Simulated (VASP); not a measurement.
Here is a VASP 6.6.1 calculation.

The input INCAR:

```
  ALGO = Normal
  EDIFF = 1E-6
  ENCUT = 820
  GGA = PS
  GGA_COMPAT = F
  ISIF = 2
  ISMEAR = 0
  ISPIN = 2
  LASPH = T
  LCHARG = F
  LMAXMIX = 4
  LORBIT = 11
  LREAL = F
  LWAVE = F
  MAGMOM = 1 1 0 0
  NBANDS = 37
  NELM = 200
  PREC = Accurate
  SIGMA = 0.05
```

The input KPOINTS:

```
k-points
0
Gamma
  7 7 4
```

POSCAR

```
CuO
1.0
    2.3446497600     -1.7133998200      0.0000000000
    2.3446497600      1.7133998200      0.0000000000
   -0.8605499100      0.0000000000      5.0594394800
Cu O
2 2
Direct
    0.0032000000      0.4968000000      0.0000000000
    0.4968000000      0.0032000000      0.5000000000
    0.5714000000      0.4056000000      0.2537000000
    0.4056000000      0.5714000000      0.7537000000
```

Potentials or basis: VASP PAW PBE potentials, release 64 (Cu_sv_GW, O).

Command:

```console
$ cat potpaw_PBE.64/Cu_sv_GW/POTCAR potpaw_PBE.64/O/POTCAR > POTCAR
$ mpirun -np 1 vasp_std > vasp.out
```

(1) Estimate the largest force.

(2) Predict the pressure.

(3) Estimate the band gap on the k mesh.

Answers

(1) 0.763 eV/Å.

(2) -3.3 GPa.

(3) zero (filled and empty bands overlap).

Caveat: the cell stands under tension; the PAW data sets were made with another functional, which shifts forces and pressure a little; semilocal functionals often make such compounds metallic where correlation or magnetic order opens a gap, which also shifts bond lengths.
